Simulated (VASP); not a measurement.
# Ca3Sn3N2 (P-3m1) in VASP: single point with PBE

Aim: the single point of Ca3Sn3N2 with PBE.

All numbers are computed with VASP 6.6.1; they aren't measurements. Logs are shortened: lines on timing, memory, paths and dates and some standing lists are left out, and cuts for length are marked.

## Step 1: The cell of the first run

The structure is trigonal, space group P-3m1 (No. 164). Conventional cell: a = 3.610 Å, b = 3.610 Å, c = 16.019 Å, α = 90.00°, β = 90.00°, γ = 120.00°. Within 3.4 Å of Ca (site symmetry -3m) lie 6 N at 2.60 Å and 6 Ca at 3.34 Å. Within 3.1 Å of Ca (site symmetry 3m) lie 3 N at 2.33 Å. Within 4.2 Å of Sn (site symmetry 3m) lie 9 Sn at 3.18 to 3.61 Å and 3 Ca at 3.65 Å and 1 N at 4.04 Å. Within 4.2 Å of Sn (site symmetry -3m) lie 12 Sn at 3.18 to 3.61 Å. Within 3.1 Å of N (site symmetry 3m) lie 6 Ca at 2.33 to 2.60 Å.

## Step 2: Single point, PBE

Contents of POSCAR:

```
Ca3Sn3N2
1.0
    3.6099349355      0.0000000000      0.0000000000
   -1.8049674677      3.1262953601      0.0000000000
    0.0000000000      0.0000000000     16.0189867115
Ca Sn N
3 3 2
Direct
    0.0000000000      0.0000000000      0.0000000000
    0.6666666667      0.3333333333      0.1629712969
    0.3333333333      0.6666666667      0.8370287031
    0.3333333333      0.6666666667      0.3497646268
    0.0000000000      0.0000000000      0.5000000000
    0.6666666667      0.3333333333      0.6502353732
    0.6666666667      0.3333333333      0.9025355910
    0.3333333333      0.6666666667      0.0974644090
```

Contents of INCAR.step1:

```
PREC = Accurate
ENCUT = 520
EDIFF = 1E-6
ISMEAR = 0
SIGMA = 0.1
LREAL = F
LASPH = T
NELM = 60
ALGO = Normal
ISIF = 2
LWAVE = F
LCHARG = T
GGA = PE
NBANDS = 51
```

Contents of KPOINTS.step1:

```
regular mesh
0
Gamma
  12 12 2
```

Contents of INCAR.step2:

```
PREC = Accurate
ENCUT = 520
EDIFF = 1E-6
ISMEAR = -5
SIGMA = 0.1
LREAL = F
LASPH = T
NELM = 60
ALGO = Normal
ISIF = 2
LWAVE = F
LCHARG = F
GGA = PE
LORBIT = 11
NEDOS = 2001
ICHARG = 11
```

Contents of KPOINTS.step2:

```
regular mesh
0
Gamma
  18 18 3
```

Potentials or basis: VASP PAW PBE potentials, release 64 (Ca_sv, Sn_d, N).

Launch:

```sh
> cat potpaw_PBE.64/Ca_sv/POTCAR potpaw_PBE.64/Sn_d/POTCAR potpaw_PBE.64/N/POTCAR > POTCAR
> cp INCAR.step1 INCAR
> cp KPOINTS.step1 KPOINTS
> mpirun -np 1 vasp_std > vasp.out
> cp INCAR.step2 INCAR
> cp KPOINTS.step2 KPOINTS
> mpirun -np 1 vasp_std > vasp.out
```

OUTCAR:

```text
PREC = Accurate
   ENCUT = 520
   EDIFF = 1E-6
   ISMEAR = -5
   LREAL = F
   LASPH = T
   NELM = 60
   ISIF = 2
   GGA = PE
   LORBIT = 11
   ICHARG = 11

 ion  position               nearest neighbor table
   1  0.000  0.000  0.000-
   2  0.667  0.333  0.163-   8 2.33   8 2.33   8 2.33
   3  0.333  0.667  0.837-   7 2.33   7 2.33   7 2.33
   4  0.333  0.667  0.350-   5 3.18   5 3.18   5 3.18
   5  0.000  0.000  0.500-   4 3.18   6 3.18   4 3.18   6 3.18   6 3.18   4 3.18
   6  0.667  0.333  0.650-   5 3.18   5 3.18   5 3.18
   7  0.667  0.333  0.903-   3 2.33   3 2.33   3 2.33
   8  0.333  0.667  0.097-   2 2.33   2 2.33   2 2.33

  LATTYP: Found a hexagonal cell.
 ALAT       =     3.6099349355
 C/A-ratio  =     4.4374724192

  Lattice vectors:

 A1 = (   3.6099349355,   0.0000000000,   0.0000000000)
 A2 = (  -1.8049674677,   3.1262953601,   0.0000000000)
 A3 = (   0.0000000000,   0.0000000000,  16.0189867115)

Analysis of symmetry for initial positions (statically):
=====================================================================
 Subroutine PRICEL returns:
 Original cell was already a primitive cell.

 Routine SETGRP: Setting up the symmetry group for a
 hexagonal supercell.

 Subroutine GETGRP returns: Found 12 space group operations
 (whereof 12 operations were pure point group operations)
 out of a pool of 24 trial point group operations.

The static configuration has the point symmetry D_3d.

Analysis of symmetry for dynamics (positions and initial velocities):
=====================================================================
 Subroutine PRICEL returns:
 Original cell was already a primitive cell.

 Routine SETGRP: Setting up the symmetry group for a
 hexagonal supercell.

 Subroutine GETGRP returns: Found 12 space group operations
 (whereof 12 operations were pure point group operations)
 out of a pool of 24 trial point group operations.

The dynamic configuration has the point symmetry D_3d.

 Subroutine INISYM returns: Found 12 space group operations
 (whereof 12 operations are pure point group operations),
 and found     1 'primitive' translations

----------------------------------------------------------------------------------------

                                     Primitive cell

  volume of cell :     180.7858

  direct lattice vectors                    reciprocal lattice vectors
     3.609934936  0.000000000  0.000000000     0.277013303  0.159933705  0.000000000
    -1.804967468  3.126295360  0.000000000     0.000000000  0.319867410  0.000000000
     0.000000000  0.000000000 16.018986711     0.000000000  0.000000000  0.062425921

  length of vectors
     3.609934936  3.609934935 16.018986711     0.319867410  0.319867410  0.062425921

  position of ions in fractional coordinates (direct lattice)
     0.000000000  0.000000000  0.000000000
     0.666666667  0.333333333  0.162971297
     0.333333333  0.666666667  0.837028703
     0.333333333  0.666666667  0.349764627
     0.000000000  0.000000000  0.500000000
     0.666666667  0.333333333  0.650235373
     0.666666667  0.333333333  0.902535591
     0.333333333  0.666666667  0.097464409

  ion indices of the primitive-cell ions
   primitive index   ion index
                 1           1
                 2           2
                 3           3
                 4           4
                 5           5
                 6           6
                 7           7
                 8           8

----------------------------------------------------------------------------------------

 KPOINTS: regular mesh

Automatic generation of k-mesh.
 Grid dimensions read from file:
 generate k-points for:   18   18    3

 Generating k-lattice:

  Cartesian coordinates                     Fractional coordinates (reciprocal lattice)
     0.015389628  0.008885206  0.000000000     0.055555556 -0.000000000  0.000000000
     0.000000000  0.017770412  0.000000000     0.000000000  0.055555556  0.000000000
     0.000000000  0.000000000  0.020808640     0.000000000  0.000000000  0.333333333

  Length of vectors
     0.017770412  0.017770412  0.020808640

  Shift w.r.t. Gamma in fractional coordinates (k-lattice)
     0.000000000  0.000000000  0.000000000

 TETIRR: Found   1374 inequivalent tetrahedra from     5832

 Subroutine IBZKPT returns following result:
 ===========================================

 Found    101 irreducible k-points:

 Following reciprocal coordinates:
            Coordinates               Weight
  0.000000  0.000000  0.000000      1.000000
  0.055556 -0.000000  0.000000      6.000000
  0.111111 -0.000000  0.000000      6.000000
  0.166667 -0.000000  0.000000      6.000000
  0.222222 -0.000000  0.000000      6.000000
  0.277778 -0.000000  0.000000      6.000000
[... 16 lines left out ...]
  0.333333  0.111111  0.000000     12.000000
  0.388889  0.111111  0.000000     12.000000
 [... further k-points ...]
   k-points           NKPTS =    101   k-points in BZ     NKDIM =    101   number of bands    NBANDS=     49
   number of dos      NEDOS =   2001   number of ions     NIONS =      8
   total plane-waves  NPLWV =  94080
   dimension x,y,z NGX =    28 NGY =   28 NGZ =  120
   dimension x,y,z NGXF=    56 NGYF=   56 NGZF=  240
   ions per type =               3   3   2
   NGX,Y,Z   is equivalent  to a cutoff of  12.89, 12.89, 12.45 a.u.
   NGXF,Y,Z  is equivalent  to a cutoff of  25.79, 25.79, 24.91 a.u.
 SYSTEM =  unknown system
   PREC   = accura    normal or accurate (medium, high low for compatibility)
   ISTART =      0    job   : 0-new  1-cont  2-samecut
   ICHARG =     11    charge: 1-file 2-atom 10-const
   ISPIN  =      1    spin polarized calculation?
   LNONCOLLINEAR =      F non collinear calculations
   LSORBIT =      F    spin-orbit coupling
   LASPH  =      T    aspherical Exc in radial PAW
   ENCUT  =  520.0 eV  38.22 Ry    6.18 a.u.   6.71  6.71 29.78*2*pi/ulx,y,z
   NELM   =     60;   NELMIN=  2; NELMDL=  0     # of ELM steps
   EDIFF  = 0.1E-05   stopping-criterion for ELM
   LREAL  =      F    real-space projection
   EDIFFG = 0.1E-04   stopping-criterion for IOM
   NSW    =      0    number of steps for IOM
   IBRION =     -1    ionic relax: 0-MD 1-quasi-New 2-CG
   NFREE  =      0    steps in history (QN), initial steepest desc. (CG)
   ISIF   =      2    stress and relaxation
   ISYM   =      2    0-nonsym 1-usesym 2-fastsym
   POTIM  = 0.5000    time-step for ionic-motion
   TEBEG  =    0.0;   TEEND  =   0.0 temperature during run
   PSTRESS=    0.0 pullay stress
   NELECT =      82.0000    total number of electrons
   NUPDOWN=      -1.0000    fix difference up-down
   EMIN   =  10.00;   EMAX   =-10.00  energy-range for DOS
   EFERMI =   0.00;   METHOD = LEGACY
   ISMEAR =    -5;   SIGMA  =   0.10  broadening in eV -4-tet -1-fermi 0-gaus
   EFERMI_NEDOS =   21; number of points for ismear=-14 and -15
   IALGO  =     38    algorithm
   IMIX   =      4    mixing-type and parameters
     AMIX     =   0.40;   BMIX     =  1.00
     AMIX_MAG =   1.60;   BMIX_MAG =  1.00
  volume/ion in A,a.u.               =      22.60       152.50
  Fermi-wavevector in a.u.,A,eV,Ry     =   1.257838  2.376969 21.526538  1.582156
  Thomas-Fermi vector in A             =   2.391477
   LORBIT       =     11    0 simple, 1 ext, 2 COOP (PROOUT), +10 PAW based schemes
   GGA     = PE    functional components
   LHFCALC =     F    Hartree Fock is set to
   AEXX    =    0.0000 exact exchange contribution
   IVDW    =     0    specifies the selected vdW correction
   LEPSILON=     F    determine dielectric tensor
   LRPA    =     F    only Hartree local field effects (RPA)
 non-spin polarized calculation
 Fermi weights with tetrahedron method with Bloechl corrections
  energy-cutoff  :      520.00
  volume of cell :      180.79
 maximum number of plane-waves:      4903
 NGX is ok and might be reduce to    28

 number of electron      82.0000011 magnetization

 Free energy of the ion-electron system (eV)
  ---------------------------------------------------
  ext. energy  EPLUGINS =         0.00000000
  ---------------------------------------------------
  free energy    TOTEN  =       -37.56610097 eV

  energy without entropy =      -37.56610097  energy(sigma->0) =      -37.56610097

 E-fermi :   4.7814     XC(G=0):  -9.7448

 val. band max:        4.8133043984   @ k =   0.2778   0.2778   0.3333
 cond. band min:       4.7741710740   @ k =   0.2778  -0.0000   0.3333
 fundamental gap:     -0.0391333245
 Fermi energy:         4.7813794654

 k-point     1 :       0.0000    0.0000    0.0000
  band No.  band energies     occupation
      1     -34.0254      2.00000
      2     -34.0211      2.00000
      3     -33.6711      2.00000
      4     -16.8251      2.00000
      5     -16.8251      2.00000
      6     -16.7806      2.00000
[... 41 lines left out ...]
     48      10.0269      0.00000
     49      10.1724      0.00000

 k-point     2 :       0.0556   -0.0000    0.0000
  band No.  band energies     occupation
      1     -34.0243      2.00000
      2     -34.0201      2.00000
      3     -33.6703      2.00000
      4     -16.8255      2.00000
      5     -16.8242      2.00000
      6     -16.7812      2.00000
[... 1136 lines left out ...]
 k-point    24 :       0.3889    0.1111    0.0000
  band No.  band energies     occupation
      1     -33.9884      2.00000
      2     -33.9880      2.00000
      3     -33.6450      2.00000
      4     -16.8414      2.00000
      5     -16.8208      2.00000
      6     -16.7958      2.00000
[... 41 lines left out ...]
     48       8.3831      0.00000
     49       8.7582      0.00000

 [... further k-points ...]

------------------------ aborting loop because EDIFF is reached ----------------------------------------

  FORCE on cell =-STRESS in cart. coord.  units (eV):
  Direction    XX          YY          ZZ          XY          YZ          ZX
  --------------------------------------------------------------------------------------
  -------------------------------------------------------------------------------------
  Total       -0.8249616     -0.8249616     -1.1179025     -0.0000000      0.0000000      0.0000000
  in kB       -7.3110521     -7.3110521     -9.9071805     -0.0000000      0.0000000      0.0000000
  external PRESSURE =      -8.1764282 kB  Pullay stress =       0.0000000 kB

 VOLUME and BASIS-vectors are now :
 -----------------------------------------------------------------------------
  energy-cutoff  :      520.00
  volume of cell :      180.79
      direct lattice vectors                 reciprocal lattice vectors
     3.609934936  0.000000000  0.000000000     0.277013303  0.159933705  0.000000000
    -1.804967468  3.126295360  0.000000000     0.000000000  0.319867410  0.000000000
     0.000000000  0.000000000 16.018986711     0.000000000  0.000000000  0.062425921

 POSITION                                       TOTAL-FORCE (eV/Angst)
 -----------------------------------------------------------------------------------
      0.00000      0.00000      0.00000         0.000000      0.000000      0.000000
      1.80497      1.04210      2.61064         0.000000     -0.000000     -0.161598
     -0.00000      2.08420     13.40835        -0.000000      0.000000      0.161598
     -0.00000      2.08420      5.60287        -0.000000      0.000000     -0.031156
      0.00000      0.00000      8.00949         0.000000      0.000000      0.000000
      1.80497      1.04210     10.41611         0.000000     -0.000000      0.031156
      1.80497      1.04210     14.45771        -0.000000     -0.000000     -0.046769
     -0.00000      2.08420      1.56128        -0.000000      0.000000      0.046769
 -----------------------------------------------------------------------------------
    total drift:                                0.000000     -0.000000     -0.000000

  FREE ENERGIE OF THE ION-ELECTRON SYSTEM (eV)
  ---------------------------------------------------
  free  energy   TOTEN  =       -37.5661009730 eV

  energy  without entropy=      -37.5661009730  energy(sigma->0) =      -37.56610097

 total charge

# of ion       s       p       d       tot
------------------------------------------
    1        2.043   5.868   0.274   8.185
    2        2.061   5.858   0.362   8.282
    3        2.061   5.858   0.362   8.282
    4        1.283   0.892   9.954  12.128
    5        1.269   0.903   9.976  12.148
    6        1.283   0.892   9.954  12.128
    7        1.258   2.359   0.000   3.617
    8        1.258   2.359   0.000   3.617
--------------------------------------------------
tot         12.516  24.988  30.882  68.386
```

Wall time 11 min (1 thread of AMD EPYC 9R45 (Zen 5), shared host); peak memory 0.76 GiB.

What came out:

```
Valence electrons inside the program's atomic spheres : Ca 8.19, 8.28 (each value once); Sn 12.13, 12.15 (each value once); N 3.62
```

Caveat: spin-orbit coupling is left out, which moves the levels of the heavy elements; tetrahedron occupations give inexact forces and stress in metals.
